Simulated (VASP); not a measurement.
# Fe (P6/mmm) in VASP: single point with PBEsol

Aim: the single point of Fe with PBEsol.

Everything below comes from runs of VASP 6.6.1. Logs are shortened: lines on timing, memory, paths and dates and some standing lists are left out, and cuts for length are marked.

### 1 The cell of the first run

It takes space group P6/mmm (No. 191, hexagonal). The conventional cell has a = 3.705 Å, b = 3.705 Å, c = 2.327 Å, α = 90.00°, β = 90.00°, γ = 120.00°. Within 3.1 Å of Fe (site symmetry 6/mmm) lie 14 Fe at 2.33 to 2.44 Å. Fe (site symmetry -6m2) has 11 Fe at 2.14 to 2.44 Å within 2.8 Å.

This isn't the form of Fe at room conditions, which is bcc.

### 2 Single point, PBEsol (9.22 Å³/atom)

Contents of INCAR:

```
SYSTEM = Fe
PREC = Accurate ; ENCUT = 690
EDIFF = 1E-6 ; ISMEAR = -1
SIGMA = 0.1 ; LREAL = .FALSE.
LASPH = .TRUE. ; NELM = 120
ALGO = Normal ; ISIF = 2
LWAVE = .FALSE. ; LCHARG = .FALSE.
GGA = PS ; NBANDS = 31
GGA_COMPAT = .FALSE.
```

Contents of KPOINTS:

```
Automatic mesh
0
G
  11 11 15
  0 0 0
```

Contents of POSCAR:

```
Fe
1.0
    3.7050726322      0.0000000000      0.0000000000
   -1.8525363161      3.2086870224      0.0000000000
    0.0000000000      0.0000000000      2.3274040008
Fe
3
Direct
    1.0000000000      1.0000000000      0.0000000000
    0.3333333333      0.6666666667      0.5000000000
    0.6666666667      0.3333333333      0.5000000000
```

Potentials or basis: VASP PAW PBE potentials, release 64 (Fe_sv).

Command:

```bash
cat potpaw_PBE.64/Fe_sv/POTCAR > POTCAR
mpirun -np 1 vasp_std > vasp.out
```

OUTCAR:

```text
SYSTEM = Fe
   PREC = Accurate
   ENCUT = 690
   EDIFF = 1E-6
   ISMEAR = -1
   LREAL = .FALSE.
   LASPH = .TRUE.
   NELM = 120
   ISIF = 2
   GGA = PS

 ion  position               nearest neighbor table
   1  0.000  0.000  0.000-   2 2.44   3 2.44   2 2.44   3 2.44   3 2.44   3 2.44   2 2.44   2 2.44
                             3 2.44   3 2.44   2 2.44   2 2.44
   2  0.333  0.667  0.500-   3 2.14   3 2.14   3 2.14   1 2.44   1 2.44   1 2.44   1 2.44   1 2.44
                             1 2.44
   3  0.667  0.333  0.500-   2 2.14   2 2.14   2 2.14   1 2.44   1 2.44   1 2.44   1 2.44   1 2.44
                             1 2.44

  LATTYP: Found a hexagonal cell.
 ALAT       =     3.7050726322
 C/A-ratio  =     0.6281669030

  Lattice vectors:

 A1 = (   3.7050726322,   0.0000000000,   0.0000000000)
 A2 = (  -1.8525363161,   3.2086870224,   0.0000000000)
 A3 = (   0.0000000000,   0.0000000000,   2.3274040008)

Analysis of symmetry for initial positions (statically):
=====================================================================
 Subroutine PRICEL returns:
 Original cell was already a primitive cell.

 Routine SETGRP: Setting up the symmetry group for a
 hexagonal supercell.

 Subroutine GETGRP returns: Found 24 space group operations
 (whereof 24 operations were pure point group operations)
 out of a pool of 24 trial point group operations.

The static configuration has the point symmetry D_6h.

Analysis of symmetry for dynamics (positions and initial velocities):
=====================================================================
 Subroutine PRICEL returns:
 Original cell was already a primitive cell.

 Routine SETGRP: Setting up the symmetry group for a
 hexagonal supercell.

 Subroutine GETGRP returns: Found 24 space group operations
 (whereof 24 operations were pure point group operations)
 out of a pool of 24 trial point group operations.

The dynamic configuration has the point symmetry D_6h.

 Subroutine INISYM returns: Found 24 space group operations
 (whereof 24 operations are pure point group operations),
 and found     1 'primitive' translations

----------------------------------------------------------------------------------------

                                     Primitive cell

  volume of cell :      27.6692

  direct lattice vectors                    reciprocal lattice vectors
     3.705072632  0.000000000  0.000000000     0.269900242  0.155826977  0.000000000
    -1.852536316  3.208687022  0.000000000     0.000000000  0.311653955  0.000000000
     0.000000000  0.000000000  2.327404001     0.000000000  0.000000000  0.429663264

  length of vectors
     3.705072632  3.705072632  2.327404001     0.311653955  0.311653955  0.429663264

  position of ions in fractional coordinates (direct lattice)
     0.000000000  0.000000000  0.000000000
     0.333333333  0.666666667  0.500000000
     0.666666667  0.333333333  0.500000000

  ion indices of the primitive-cell ions
   primitive index   ion index
                 1           1
                 2           2
                 3           3

----------------------------------------------------------------------------------------

 KPOINTS: Automatic mesh

Automatic generation of k-mesh.
 Grid dimensions read from file:
 generate k-points for:   11   11   15

 Generating k-lattice:

  Cartesian coordinates                     Fractional coordinates (reciprocal lattice)
     0.024536386  0.014166089  0.000000000     0.090909091 -0.000000000  0.000000000
     0.000000000  0.028332178  0.000000000     0.000000000  0.090909091  0.000000000
     0.000000000  0.000000000  0.028644218     0.000000000  0.000000000  0.066666667

  Length of vectors
     0.028332178  0.028332178  0.028644218

  Shift w.r.t. Gamma in fractional coordinates (k-lattice)
     0.000000000  0.000000000  0.000000000

 Subroutine IBZKPT returns following result:
 ===========================================

 Found    128 irreducible k-points:

 Following reciprocal coordinates:
            Coordinates               Weight
  0.000000  0.000000  0.000000      1.000000
  0.090909 -0.000000  0.000000      6.000000
  0.181818  0.000000  0.000000      6.000000
  0.272727  0.000000  0.000000      6.000000
  0.363636  0.000000  0.000000      6.000000
  0.454545  0.000000  0.000000      6.000000
[... 16 lines left out ...]
  0.090909  0.090909  0.066667     12.000000
  0.181818  0.090909  0.066667     24.000000
 [... further k-points ...]
   k-points           NKPTS =    128   k-points in BZ     NKDIM =    128   number of bands    NBANDS=     31
   number of dos      NEDOS =    301   number of ions     NIONS =      3
   total plane-waves  NPLWV =  20480
   dimension x,y,z NGX =    32 NGY =   32 NGZ =   20
   dimension x,y,z NGXF=    64 NGYF=   64 NGZF=   40
   ions per type =               3
   NGX,Y,Z   is equivalent  to a cutoff of  14.36, 14.36, 14.29 a.u.
   NGXF,Y,Z  is equivalent  to a cutoff of  28.72, 28.72, 28.57 a.u.
 SYSTEM =  Fe
   PREC   = accura    normal or accurate (medium, high low for compatibility)
   ISTART =      0    job   : 0-new  1-cont  2-samecut
   ICHARG =      2    charge: 1-file 2-atom 10-const
   ISPIN  =      1    spin polarized calculation?
   LNONCOLLINEAR =      F non collinear calculations
   LSORBIT =      F    spin-orbit coupling
   LASPH  =      T    aspherical Exc in radial PAW
   ENCUT  =  690.0 eV  50.71 Ry    7.12 a.u.   7.94  7.94  4.98*2*pi/ulx,y,z
   NELM   =    120;   NELMIN=  2; NELMDL= -5     # of ELM steps
   EDIFF  = 0.1E-05   stopping-criterion for ELM
   LREAL  =      F    real-space projection
   EDIFFG = 0.1E-04   stopping-criterion for IOM
   NSW    =      0    number of steps for IOM
   IBRION =     -1    ionic relax: 0-MD 1-quasi-New 2-CG
   NFREE  =      0    steps in history (QN), initial steepest desc. (CG)
   ISIF   =      2    stress and relaxation
   ISYM   =      2    0-nonsym 1-usesym 2-fastsym
   POTIM  = 0.5000    time-step for ionic-motion
   TEBEG  =    0.0;   TEEND  =   0.0 temperature during run
   PSTRESS=    0.0 pullay stress
   NELECT =      48.0000    total number of electrons
   NUPDOWN=      -1.0000    fix difference up-down
   EMIN   =  10.00;   EMAX   =-10.00  energy-range for DOS
   EFERMI =   0.00;   METHOD = LEGACY
   ISMEAR =    -1;   SIGMA  =   0.10  broadening in eV -4-tet -1-fermi 0-gaus
   EFERMI_NEDOS =   21; number of points for ismear=-14 and -15
   IALGO  =     38    algorithm
   IMIX   =      4    mixing-type and parameters
     AMIX     =   0.40;   BMIX     =  1.00
     AMIX_MAG =   1.60;   BMIX_MAG =  1.00
  volume/ion in A,a.u.               =       9.22        62.24
  Fermi-wavevector in a.u.,A,eV,Ry     =   1.967086  3.717253 52.646741  3.869426
  Thomas-Fermi vector in A             =   2.990650
   LORBIT       =      0    0 simple, 1 ext, 2 COOP (PROOUT), +10 PAW based schemes
   GGA     = PS    functional components
   LHFCALC =     F    Hartree Fock is set to
   AEXX    =    0.0000 exact exchange contribution
   IVDW    =     0    specifies the selected vdW correction
   LEPSILON=     F    determine dielectric tensor
   LRPA    =     F    only Hartree local field effects (RPA)
 non-spin polarized calculation
  energy-cutoff  :      690.00
  volume of cell :       27.67
 maximum number of plane-waves:      1153
 NGX is ok and might be reduce to    32
   NGX = 15   NGY = 15   NGZ =  9

 number of electron      48.0000014 magnetization

 Free energy of the ion-electron system (eV)
  ---------------------------------------------------
  ext. energy  EPLUGINS =         0.00000000
  ---------------------------------------------------
  free energy    TOTEN  =       -26.51190561 eV

  energy without entropy =      -26.36188548  energy(sigma->0) =      -26.43689555

 E-fermi :  15.8040     XC(G=0): -15.2786

 val. band max:       15.8003351972   @ k =   0.1818   0.1818   0.3333
 cond. band min:      15.8053296288   @ k =   0.2727   0.0909   0.0000
 fundamental gap:      0.0049944316
 Fermi energy:        15.8040210897

 k-point     1 :       0.0000    0.0000    0.0000
  band No.  band energies     occupation
      1     -71.4953      2.00000
      2     -71.2176      2.00000
      3     -71.1996      2.00000
      4     -37.9570      2.00000
      5     -37.9570      2.00000
      6     -37.5986      2.00000
[... 23 lines left out ...]
     30      24.5284      0.00000
     31      24.5534      0.00000

 k-point     2 :       0.0909   -0.0000    0.0000
  band No.  band energies     occupation
      1     -71.4892      2.00000
      2     -71.2190      2.00000
      3     -71.2045      2.00000
      4     -37.9764      2.00000
      5     -37.9606      2.00000
      6     -37.5748      2.00000
[... 23 lines left out ...]
     30      22.9356      0.00000
     31      25.6594      0.00000

 k-point     3 :       0.1818    0.0000    0.0000
  band No.  band energies     occupation
      1     -71.4717      2.00000
      2     -71.2239      2.00000
      3     -71.2176      2.00000
      4     -38.0204      2.00000
      5     -37.9582      2.00000
      6     -37.5183      2.00000
[... 23 lines left out ...]
     30      21.4072      0.00000
     31      25.8802      0.00000

 k-point     4 :       0.2727    0.0000    0.0000
  band No.  band energies     occupation
      1     -71.4447      2.00000
      2     -71.2434      2.00000
      3     -71.2256      2.00000
      4     -38.0671      2.00000
      5     -37.9305      2.00000
      6     -37.4514      2.00000
[... 23 lines left out ...]
     30      19.9640      0.00000
     31      25.8888      0.00000

 k-point     5 :       0.3636    0.0000    0.0000
  band No.  band energies     occupation
      1     -71.4123      2.00000
      2     -71.2721      2.00000
      3     -71.2299      2.00000
      4     -38.1036      2.00000
      5     -37.8726      2.00000
      6     -37.4397      2.00000
[... 23 lines left out ...]
     30      18.6188      0.00000
     31      25.8847      0.00000
[... 542 lines left out ...]
     30      18.9177      0.00000
     31      25.8841      0.00000

 k-point    22 :       0.4545    0.0000    0.0667
  band No.  band energies     occupation
      1     -71.3803      2.00000
      2     -71.2956      2.00000
      3     -71.2299      2.00000
      4     -38.1164      2.00000
      5     -37.8032      2.00000
      6     -37.5451      2.00000
[... 23 lines left out ...]
     30      17.8675      0.00000
     31      25.8810      0.00000

 k-point    23 :       0.0909    0.0909    0.0667
  band No.  band energies     occupation
      1     -71.4734      2.00000
      2     -71.2197      2.00000
      3     -71.2111      2.00000
      4     -38.0001      2.00000
      5     -37.9602      2.00000
      6     -37.5274      2.00000
[... 23 lines left out ...]
     30      21.7098      0.00000
     31      26.6257      0.00000

 k-point    24 :       0.1818    0.0909    0.0667
  band No.  band energies     occupation
      1     -71.4513      2.00000
      2     -71.2301      2.00000
      3     -71.2233      2.00000
      4     -38.0377      2.00000
      5     -37.9490      2.00000
      6     -37.4669      2.00000
[... 23 lines left out ...]
     30      20.4352      0.00000
     31      26.5353      0.00000

 [... further k-points ...]
[... 5 lines left out ...]
  --------------------------------------------------------------------------------------
  -------------------------------------------------------------------------------------
  Total        5.1791231      5.1791231      4.5989475      0.0000000     -0.0000000      0.0000000
  in kB      299.8961938    299.8961938    266.3012319      0.0000000     -0.0000000      0.0000000
  external PRESSURE =     288.6978732 kB  Pullay stress =       0.0000000 kB

 VOLUME and BASIS-vectors are now :
 -----------------------------------------------------------------------------
  energy-cutoff  :      690.00
  volume of cell :       27.67
      direct lattice vectors                 reciprocal lattice vectors
     3.705072632  0.000000000  0.000000000     0.269900242  0.155826977  0.000000000
    -1.852536316  3.208687022  0.000000000     0.000000000  0.311653955  0.000000000
     0.000000000  0.000000000  2.327404001     0.000000000  0.000000000  0.429663264

 POSITION                                       TOTAL-FORCE (eV/Angst)
 -----------------------------------------------------------------------------------
      0.00000      0.00000      0.00000         0.000000      0.000000      0.000000
     -0.00000      2.13912      1.16370        -0.000000      0.000000      0.000000
      1.85254      1.06956      1.16370        -0.000000      0.000000      0.000000
 -----------------------------------------------------------------------------------
    total drift:                               -0.000000      0.000000      0.000000

  FREE ENERGIE OF THE ION-ELECTRON SYSTEM (eV)
  ---------------------------------------------------
  free  energy   TOTEN  =       -26.5119056108 eV

  energy  without entropy=      -26.3618854840  energy(sigma->0) =      -26.43689555
```

It took 1.9 min on 1 thread of Intel Xeon Platinum 8259CL at 2.50GHz (Skylake/Cascade Lake), shared host; peak memory 0.24 GiB.

What came out:

```
Free energy            : -26.5119 eV
Pressure               : 28.9 GPa
Band gap on the k mesh : zero (bands 24 and 25 overlap by 1.71 eV)
```

Stress tensor (GPa, compression positive):
```
29.99  0.00  0.00
 0.00 29.99  0.00
 0.00  0.00 26.63
```

Caveat: the cell stands under pressure; the PAW data sets were made with another functional, which shifts forces and pressure a little; the run has no spin polarisation, though such a crystal can be magnetic. Spin polarisation is off, so any magnetic state and its effect on volume and gap are missing.
